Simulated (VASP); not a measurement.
Runs of VASP 6.6.1 on B. The structure is that of space group P6/mmm (No. 191), or close to it. The cells are those of the table. 

```tsv
task	cell	cutoff (eV)	k mesh for the DOS	occupations for the DOS	gap on the mesh (eV)	pressure (GPa)
relaxation of shape and atoms at fixed volume	relaxed from a = 2.414, b = 2.414, c = 2.386 Å, angles 90.0, 90.0, 120.0°, 3 atoms	600	-	-	none	271.3
single point	a = 2.368, b = 2.368, c = 2.066 Å, angles 90.0, 90.0, 120.0°, 3 atoms	520	-	-	none	498.0
single point	a = 2.586, b = 2.586, c = 2.426 Å, angles 90.0, 90.0, 120.0°, 3 atoms	520	-	-	none	146.1
single point	a = 2.481, b = 2.481, c = 2.258 Å, angles 90.0, 90.0, 120.0°, 3 atoms	520	-	-	none	(a)
```

Alike in all rows: level PBE; potentials or basis VASP PAW PBE potentials, release 64 (B); no spin polarisation; k mesh 12 × 12 × 16; smearing fermi-dirac 0.05 eV.

Q: Estimate the missing entries.

A: (a) 271.5.

A gap of «none» marks levels without a gap at the run's occupations.
